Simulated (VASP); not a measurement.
Write the native input for VASP 6.6.1 that does the following.

| Quantity | Value |
| --- | --- |
| Task | single point |
| Functional | LDA |
| Potentials or basis | VASP PAW LDA potentials, release 64 (Ni) |
| Cutoff | 520 eV |
| k mesh | 24 × 24 × 24 |
| Occupations | gaussian, width 0.15 eV |
| Spin | collinear spin, ferromagnetic start |
| Starting moments | [0.25] μB |
| Fixed moment | 0.25 μB |
| Dipole correction | no |
| Further INCAR settings | ALGO = Normal; EDIFF = 1e-06; NBANDS = 15 |

The structure of Ni lies in POSCAR:

```
Ni
1.0
    0.0000000000      1.6405644498      1.6405644498
    1.6405644498      0.0000000000      1.6405644498
    1.6405644498      1.6405644498      0.0000000000
Ni
1
Direct
    0.0000000000      0.0000000000      0.0000000000
```

These files were run (other wordings do the same):

INCAR

```
SYSTEM = Ni
ALGO = Normal
EDIFF = 1E-6
ENCUT = 520
GGA = CA
ISIF = 2
ISMEAR = 0
ISPIN = 2
LASPH = .True.
LCHARG = .False.
LMAXMIX = 4
LORBIT = 11
LREAL = .False.
LWAVE = .False.
MAGMOM = 0.25
NBANDS = 15
NELM = 150
NUPDOWN = 0.25
PREC = Accurate
SIGMA = 0.15
```

KPOINTS

```
k-points
0
Gamma
  24 24 24
  0 0 0
```

Potentials or basis: VASP PAW LDA potentials, release 64 (Ni).

Command:

```bash
$ cat potpaw_LDA.64/Ni/POTCAR > POTCAR
$ mpirun -np 1 vasp_std > vasp.out
```

It gave:

```json
{
  "Pressure": "42.7 GPa",
  "Net moment": "0.25 μB per cell",
  "Site moments": "Ni +0.25 μB",
  "Valence electrons inside the program's atomic spheres": "Ni 9.78"
}
```

Caveat: the cell stands under pressure; the total moment is fixed, so each spin has its own Fermi level and the state may be an excited one.

It took 100 s on 1 thread of Intel(R) Xeon(R) Platinum 8259CL CPU @ 2.50GHz (Skylake/Cascade Lake), on a shared host, peak memory 0.18 GiB.
